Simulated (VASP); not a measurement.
Wanted: the native input for a VASP 6.6.1 run.

| Quantity | Value |
| --- | --- |
| Task | single point |
| Functional | PBE |
| Potentials or basis | VASP PAW PBE potentials, release 64 (Mo_sv, C) |
| Cutoff | 520 eV |
| k mesh | 5 × 5 × 1 |
| Occupations | gaussian, width 0.1 eV |
| Spin | no spin polarisation |
| Dipole correction | yes |
| Further INCAR settings | ALGO = Normal; EDIFF = 1e-07; NBANDS = 98 |

The structure of Mo12C lies in POSCAR:

```
Mo12C
1.0
    5.4740909337      0.0000000000      0.0000000000
   -1.8246969779      5.1610224267      0.0000000000
    0.0000000000      0.0000000000     19.8082441241
Mo C
12 1
Direct
    0.2500000000      0.2500000000      0.2019361219
    0.2500000000      0.7500000000      0.2019361219
    0.7500000000      0.2500000000      0.2019361219
    0.7500000000      0.7500000000      0.2019361219
    0.0000000000      0.0000000000      0.3106875864
    0.0000000000      0.5000000000      0.3106875864
    0.5000000000      0.0000000000      0.3106875864
    0.5000000000      0.5000000000      0.3106875864
    0.2500000000      0.2500000000      0.4194336495
    0.2500000000      0.7500000000      0.4194336495
    0.7500000000      0.2500000000      0.4194336495
    0.7500000000      0.7500000000      0.4194336495
    0.3333333333      0.6666666667      0.5023714080
```

These files were run (other wordings do the same):

INCAR

```
SYSTEM = Mo12C
ALGO = Normal ; DIPOL = 0.5 0.5 0.325
EDIFF = 1E-7 ; ENCUT = 520
GGA = PE ; IDIPOL = 3
ISIF = 2 ; ISMEAR = 0
LASPH = .TRUE. ; LCHARG = .FALSE.
LDIPOL = .TRUE. ; LREAL = .FALSE.
LWAVE = .FALSE. ; NBANDS = 98
NELM = 100 ; PREC = Accurate
SIGMA = 0.1
```

KPOINTS

```
k-points
0
G
  5 5 1
  0 0 0
```

Potentials or basis: VASP PAW PBE potentials, release 64 (Mo_sv, C).

Command:

```console
$ cat potpaw_PBE.64/Mo_sv/POTCAR potpaw_PBE.64/C/POTCAR > POTCAR
$ mpirun -np 1 vasp_std > vasp.out
```

It gave:

```
Largest force          : 1.788 eV/Å
Band gap on the k mesh : zero (bands 86 and 87 overlap by 1.53 eV)
```

Wall time 17 min on 1 thread of Intel(R) Xeon(R) 6975P-C (Granite Rapids) (shared host), peak memory 0.73 GiB.
